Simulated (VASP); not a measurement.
# Ta4C in VASP: relaxation of the atoms with PBEsol

Aim: the relaxation of the atoms of Ta4C with PBEsol.

Program: VASP 6.6.1. These are calculated values, not measurements. Logs are shortened: lines on timing, memory, paths and dates and some standing lists are left out, and cuts for length are marked.

### 1 The cell of the first run

The cell holds a slab with vacuum, 5 atoms: a = 2.841 Å, b = 2.841 Å, c = 25.959 Å, α = 90.00°, β = 90.00°, γ = 109.47°.

### 2 Relaxation of the atoms, PBEsol

File INCAR:

```
SYSTEM = Ta4C
PREC = Accurate ; ENCUT = 520
EDIFF = 1E-6 ; ISMEAR = 0
SIGMA = 0.1 ; LREAL = .False.
LASPH = .True. ; NELM = 60
ALGO = Normal ; ISIF = 2
LWAVE = .False. ; LCHARG = .False.
LDIPOL = .True. ; IDIPOL = 3
DIPOL = 0.5 0.5 0.505 ; GGA = PS
IBRION = 2 ; NSW = 45
EDIFFG = -0.02
```

File KPOINTS:

```
regular mesh
0
Gamma
  11 11 1
  0 0 0
```

File POSCAR:

```
Ta4C
1.0
    2.8410132489      0.0000000000      0.0000000000
   -0.9470044163      2.6785329784      0.0000000000
    0.0000000000      0.0000000000     25.9590328124
Ta C
4 1
Selective dynamics
Direct
    0.5000000000      0.5000000000      0.3274390098  F F F
    0.0000000000      0.0000000000      0.4167981790  F F F
    0.5000000000      0.5000000000      0.5058470961  F F F
    0.0000000000      0.0000000000      0.5912937381  F F F
    0.0000000000      0.0000000000      0.6860584398  F F T
```

Potentials or basis: VASP PAW PBE potentials, release 64 (Ta_pv, C).

The run is started by

```console
> cat potpaw_PBE.64/Ta_pv/POTCAR potpaw_PBE.64/C/POTCAR > POTCAR
> mpirun -np 1 vasp_std > vasp.out
```

OUTCAR:

```text
SYSTEM = Ta4C
   PREC = Accurate
   ENCUT = 520
   EDIFF = 1E-6
   ISMEAR = 0
   LREAL = .False.
   LASPH = .True.
   NELM = 60
   ISIF = 2
   GGA = PS
   IBRION = 2
   NSW = 45
   EDIFFG = -0.02

 ion  position               nearest neighbor table
   1  0.500  0.500  0.327-   2 2.84   2 2.84   2 3.28   2 3.28
   2  0.000  0.000  0.417-   3 2.83   3 2.83   1 2.84   1 2.84   3 3.27   3 3.27   1 3.28   1 3.28

   3  0.500  0.500  0.506-   4 2.76   4 2.76   2 2.83   2 2.83   4 3.21   4 3.21   2 3.27   2 3.27

   4  0.000  0.000  0.591-   5 2.46   3 2.76   3 2.76   3 3.21   3 3.21
   5  0.000  0.000  0.686-   4 2.46

  LATTYP: Found a base centered orthorhombic cell.
 ALAT       =     3.2805195281
 B/A-ratio  =     1.4142135624
 C/A-ratio  =     7.9130858969

  Lattice vectors:

 A1 = (   2.8410132489,   0.0000000000,   0.0000000000)
 A2 = (  -0.9470044163,   2.6785329784,   0.0000000000)
 A3 = (   0.0000000000,   0.0000000000,  25.9590328124)

Analysis of symmetry for initial positions (statically):
=====================================================================
 Subroutine PRICEL returns:
 Original cell was already a primitive cell.

 Routine SETGRP: Setting up the symmetry group for a
 base centered orthorhombic supercell.

 Subroutine GETGRP returns: Found  4 space group operations
 (whereof  4 operations were pure point group operations)
 out of a pool of  8 trial point group operations.

The static configuration has the point symmetry C_2v.

Analysis of symmetry for dynamics (positions and initial velocities):
=====================================================================
 Subroutine PRICEL returns:
 Original cell was already a primitive cell.

 Routine SETGRP: Setting up the symmetry group for a
 base centered orthorhombic supercell.

 Subroutine GETGRP returns: Found  4 space group operations
 (whereof  4 operations were pure point group operations)
 out of a pool of  8 trial point group operations.

The dynamic configuration has the point symmetry C_2v.

Analysis of constrained symmetry for selective dynamics:
=====================================================================
 Subroutine PRICEL returns:
 Original cell was already a primitive cell.

 Routine SETGRP: Setting up the symmetry group for a
 base centered orthorhombic supercell.

 Subroutine GETGRP returns: Found  4 space group operations
 (whereof  4 operations were pure point group operations)
 out of a pool of  8 trial point group operations.

The constrained configuration has the point symmetry C_2v.

 Subroutine INISYM returns: Found  4 space group operations
 (whereof  4 operations are pure point group operations),
 and found     1 'primitive' translations

----------------------------------------------------------------------------------------

                                     Primitive cell

  volume of cell :     197.5417

  direct lattice vectors                    reciprocal lattice vectors
     2.841013249  0.000000000  0.000000000     0.351987095  0.124446231  0.000000000
    -0.947004416  2.678532978  0.000000000     0.000000000  0.373338693  0.000000000
     0.000000000  0.000000000 25.959032812     0.000000000  0.000000000  0.038522236

  length of vectors
     2.841013249  2.841013249 25.959032812     0.373338693  0.373338693  0.038522236

  position of ions in fractional coordinates (direct lattice)
     0.500000000  0.500000000  0.327439010
     0.000000000  0.000000000  0.416798179
     0.500000000  0.500000000  0.505847096
     0.000000000  0.000000000  0.591293738
     0.000000000  0.000000000  0.686058440

  ion indices of the primitive-cell ions
   primitive index   ion index
                 1           1
                 2           2
                 3           3
                 4           4
                 5           5

----------------------------------------------------------------------------------------

 KPOINTS: regular mesh

Automatic generation of k-mesh.
 Grid dimensions read from file:
 generate k-points for:   11   11    1

 Generating k-lattice:

  Cartesian coordinates                     Fractional coordinates (reciprocal lattice)
     0.031998827  0.011313294  0.000000000     0.090909091  0.000000000  0.000000000
     0.000000000  0.033939881  0.000000000     0.000000000  0.090909091  0.000000000
     0.000000000  0.000000000  0.038522236     0.000000000  0.000000000  1.000000000

  Length of vectors
     0.033939881  0.033939881  0.038522236

  Shift w.r.t. Gamma in fractional coordinates (k-lattice)
     0.000000000  0.000000000  0.000000000

 Subroutine IBZKPT returns following result:
 ===========================================

 Found     36 irreducible k-points:

 Following reciprocal coordinates:
            Coordinates               Weight
  0.000000  0.000000  0.000000      1.000000
  0.090909  0.000000  0.000000      4.000000
  0.181818 -0.000000  0.000000      4.000000
  0.272727  0.000000  0.000000      4.000000
  0.363636  0.000000  0.000000      4.000000
  0.454545  0.000000  0.000000      4.000000
[... 16 lines left out ...]
 -0.272727  0.181818  0.000000      4.000000
 -0.181818  0.181818  0.000000      2.000000
 [... further k-points ...]
   k-points           NKPTS =     36   k-points in BZ     NKDIM =     36   number of bands    NBANDS=     28
   number of dos      NEDOS =    301   number of ions     NIONS =      5
   total plane-waves  NPLWV = 112896
   dimension x,y,z NGX =    24 NGY =   24 NGZ =  196
   dimension x,y,z NGXF=    48 NGYF=   48 NGZF=  392
   ions per type =               4   1
   NGX,Y,Z   is equivalent  to a cutoff of  14.04, 14.04, 12.55 a.u.
   NGXF,Y,Z  is equivalent  to a cutoff of  28.09, 28.09, 25.10 a.u.
 SYSTEM =  Ta4C
   PREC   = accura    normal or accurate (medium, high low for compatibility)
   ISTART =      0    job   : 0-new  1-cont  2-samecut
   ICHARG =      2    charge: 1-file 2-atom 10-const
   ISPIN  =      1    spin polarized calculation?
   LNONCOLLINEAR =      F non collinear calculations
   LSORBIT =      F    spin-orbit coupling
   LASPH  =      T    aspherical Exc in radial PAW
   ENCUT  =  520.0 eV  38.22 Ry    6.18 a.u.   5.28  5.28 48.27*2*pi/ulx,y,z
   NELM   =     60;   NELMIN=  2; NELMDL= -5     # of ELM steps
   EDIFF  = 0.1E-05   stopping-criterion for ELM
   LREAL  =      F    real-space projection
   EDIFFG = -.2E-01   stopping-criterion for IOM
   NSW    =     45    number of steps for IOM
   IBRION =      2    ionic relax: 0-MD 1-quasi-New 2-CG
   NFREE  =      1    steps in history (QN), initial steepest desc. (CG)
   ISIF   =      2    stress and relaxation
   ISYM   =      2    0-nonsym 1-usesym 2-fastsym
   POTIM  = 0.5000    time-step for ionic-motion
   TEBEG  =    0.0;   TEEND  =   0.0 temperature during run
   PSTRESS=    0.0 pullay stress
   NELECT =      48.0000    total number of electrons
   NUPDOWN=      -1.0000    fix difference up-down
   EMIN   =  10.00;   EMAX   =-10.00  energy-range for DOS
   EFERMI =   0.00;   METHOD = LEGACY
   ISMEAR =     0;   SIGMA  =   0.10  broadening in eV -4-tet -1-fermi 0-gaus
   EFERMI_NEDOS =   21; number of points for ismear=-14 and -15
   IALGO  =     38    algorithm
   IMIX   =      4    mixing-type and parameters
     AMIX     =   0.40;   BMIX     =  1.00
     AMIX_MAG =   1.60;   BMIX_MAG =  1.00
  volume/ion in A,a.u.               =      39.51       266.62
  Fermi-wavevector in a.u.,A,eV,Ry     =   1.021572  1.930491 14.199168  1.043609
  Thomas-Fermi vector in A             =   2.155204
   LORBIT       =      0    0 simple, 1 ext, 2 COOP (PROOUT), +10 PAW based schemes
   GGA     = PS    functional components
   LHFCALC =     F    Hartree Fock is set to
   AEXX    =    0.0000 exact exchange contribution
   IVDW    =     0    specifies the selected vdW correction
   LEPSILON=     F    determine dielectric tensor
   LRPA    =     F    only Hartree local field effects (RPA)
 conjugate gradient relaxation of ions
 non-spin polarized calculation
 Gauss-broadening in eV      SIGMA  =   0.10
  energy-cutoff  :      520.00
  volume of cell :      197.54
 maximum number of plane-waves:      5364
 NGX is ok and might be reduce to    24
   NGX = 11   NGY = 11   NGZ = 97

 dipolmoment           0.000000      0.000000     -0.021198 electrons x Angstroem

--------------------------------------- Ionic step        1  -------------------------------------------

 number of electron      48.0000007 magnetization

 Free energy of the ion-electron system (eV)
  ---------------------------------------------------
  ext. energy  EPLUGINS =         0.00000000
  ---------------------------------------------------
  free energy    TOTEN  =       -52.33130554 eV

  energy without entropy =      -52.30171222  energy(sigma->0) =      -52.31650888

------------------------ aborting loop because EDIFF is reached ----------------------------------------

  FORCE on cell =-STRESS in cart. coord.  units (eV):
  Direction    XX          YY          ZZ          XY          YZ          ZX
  --------------------------------------------------------------------------------------
  -------------------------------------------------------------------------------------
  Total       -4.3043675     -4.4079440     -6.5811124     -0.1464793      0.0000000      0.0000000
  in kB      -34.9109095    -35.7509748    -53.3766269     -1.1880318      0.0000000      0.0000000
  external PRESSURE =     -41.3461704 kB  Pullay stress =       0.0000000 kB
[... 141 lines left out ...]
  energy  without entropy=      -53.2732825608  energy(sigma->0) =      -53.28235754

--------------------------------------- Ionic step        5  -------------------------------------------

 number of electron      48.0000007 magnetization

 dipolmoment           0.000000      0.000000      0.081860 electrons x Angstroem

 Free energy of the ion-electron system (eV)
  ---------------------------------------------------
  ext. energy  EPLUGINS =         0.00000000
  ---------------------------------------------------
  free energy    TOTEN  =       -53.29332211 eV

  energy without entropy =      -53.27542328  energy(sigma->0) =      -53.28437269

 E-fermi :  -1.3011     XC(G=0):  -5.8881

 val. band max:       -1.3423505536   @ k =   0.4545   0.4545   0.0000
 cond. band min:      -1.2992104502   @ k =   0.0909   0.0909   0.0000
 fundamental gap:      0.0431401034
 Fermi energy:        -1.3011341015

 k-point     1 :       0.0000    0.0000    0.0000
  band No.  band energies     occupation
      1     -35.6225      2.00000
      2     -35.3906      2.00000
      3     -34.9081      2.00000
      4     -34.8577      2.00000
      5     -34.7297      2.00000
      6     -34.6716      2.00000
[... 733 lines left out ...]
     27      -0.4175      0.00000
     28      -0.1740      0.00000

 [... further k-points ...]

------------------------ aborting loop because EDIFF is reached ----------------------------------------

 vacuum level on the upper side and lower side of the slab       (xc-potential included)         0.943        -0.965

  FORCE on cell =-STRESS in cart. coord.  units (eV):
  Direction    XX          YY          ZZ          XY          YZ          ZX
  --------------------------------------------------------------------------------------
  -------------------------------------------------------------------------------------
  Total       -1.8676697     -2.2803902     -0.7546651     -0.5836748      0.0000000      0.0000000
  in kB      -15.1478814    -18.4952828     -6.1207703     -4.7339405      0.0000000      0.0000000
  external PRESSURE =     -13.2546448 kB  Pullay stress =       0.0000000 kB

 VOLUME and BASIS-vectors are now :
 -----------------------------------------------------------------------------
  energy-cutoff  :      520.00
  volume of cell :      197.54
      direct lattice vectors                 reciprocal lattice vectors
     2.841013249  0.000000000  0.000000000     0.351987095  0.124446231  0.000000000
    -0.947004416  2.678532978  0.000000000     0.000000000  0.373338693  0.000000000
     0.000000000  0.000000000 25.959032812     0.000000000  0.000000000  0.038522236
[... 11 lines left out ...]
  FREE ENERGIE OF THE ION-ELECTRON SYSTEM (eV)
  ---------------------------------------------------
  free  energy   TOTEN  =       -53.2933221132 eV

  energy  without entropy=      -53.2754232756  energy(sigma->0) =      -53.28437269

 reached required accuracy - stopping structural energy minimisation

 vacuum level on the upper side and lower side of the slab         5.548         3.602
```

It took 9.7 min on 1 thread of Intel Xeon 6975P-C (Granite Rapids), shared host; peak memory 0.44 GiB.

What came out:

```
Free energy               : -53.2933 eV
Energy gained by relaxing : 192.4 meV/atom
Ionic steps               : 5
Band gap on the k mesh    : zero (bands 24 and 25 overlap by 0.78 eV)
```

The path:
```tsv
step	energy change (eV)	largest force on free atoms (eV/Å)	pressure (GPa)
1	0.0000	2.5766	-4.13
2	-0.3215	2.5572	-3.77
3	-0.9611	0.1796	-1.20
4	-0.9601	0.2537	-1.49
5	-0.9620	0.0059	-1.33
```

Final structure:
```cif
data_structure
_symmetry_space_group_name_H-M 'P 1'
_symmetry_Int_Tables_number 1
_cell_length_a 2.8410
_cell_length_b 2.8410
_cell_length_c 25.9590
_cell_angle_alpha 90.000
_cell_angle_beta 90.000
_cell_angle_gamma 109.471
_cell_volume 197.54
loop_
_atom_site_label
_atom_site_type_symbol
_atom_site_fract_x
_atom_site_fract_y
_atom_site_fract_z
_atom_site_occupancy
Ta1 Ta 0.50000 0.50000 0.32744 1
Ta2 Ta 0.00000 0.00000 0.41680 1
Ta3 Ta 0.50000 0.50000 0.50585 1
Ta4 Ta 0.00000 0.00000 0.59129 1
C1 C 0.00000 0.00000 0.66730 1
```

Caveat: the PAW data sets were made with another functional, which shifts forces and pressure a little; spin-orbit coupling is left out, which moves the levels of the heavy elements.

The gap in the log of VASP goes by the Fermi energy; the results here count the filled bands.